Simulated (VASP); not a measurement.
Set up this calculation in VASP 6.6.1, as the native input.

```
Task                   : single point
Functional             : PBE
Potentials or basis    : VASP PAW PBE potentials, release 64 (Ru_pv)
Cutoff                 : 520 eV
k mesh                 : 22 × 22 × 22
Occupations            : gaussian, width 0.15 eV
Spin                   : no spin polarisation
Dipole correction      : no
Further INCAR settings : ALGO = Fast; EDIFF = 1e-06; NBANDS = 13
```

The structure of Ru lies in POSCAR:

```
Ru
1.0
    0.0000000000      2.0395958497      1.6178074280
    2.0395958497      0.0000000000      1.6178074280
    2.0395958497      2.0395958497      0.0000000000
Ru
1
Direct
    0.0000000000      0.0000000000      0.0000000000
```

These files were run (other wordings do the same):

INCAR

```
PREC     = Accurate       # precision mode
ENCUT    = 520            # plane-wave cutoff, eV
EDIFF    = 1E-6           # SCF threshold, eV
ISMEAR   = 0              # smearing method
SIGMA    = 0.15           # smearing width, eV
LREAL    = F              # projectors in reciprocal space
LASPH    = T              # aspherical terms in the spheres
NELM     = 80             # most SCF steps
ALGO     = Fast           # electronic algorithm
ISIF     = 2              # what is computed and relaxed
LWAVE    = F              # write WAVECAR
LCHARG   = F              # write CHGCAR
GGA      = PE             # functional
NBANDS   = 13             # bands
```

KPOINTS

```
Automatic mesh
0
Gamma
  22 22 22
```

Potentials or basis: VASP PAW PBE potentials, release 64 (Ru_pv).

Run with:

```bash
$ cat potpaw_PBE.64/Ru_pv/POTCAR > POTCAR
$ mpirun -np 1 vasp_std > vasp.out
```

It gave:

- Pressure: 15.3 GPa
- Band gap on the k mesh: zero (bands 7 and 8 overlap by 3.97 eV)

Caveat: the cell stands under pressure.

It took 55 s on 1 thread of Intel(R) Xeon(R) 6975P-C (Granite Rapids) (shared host), peak memory 0.24 GiB.
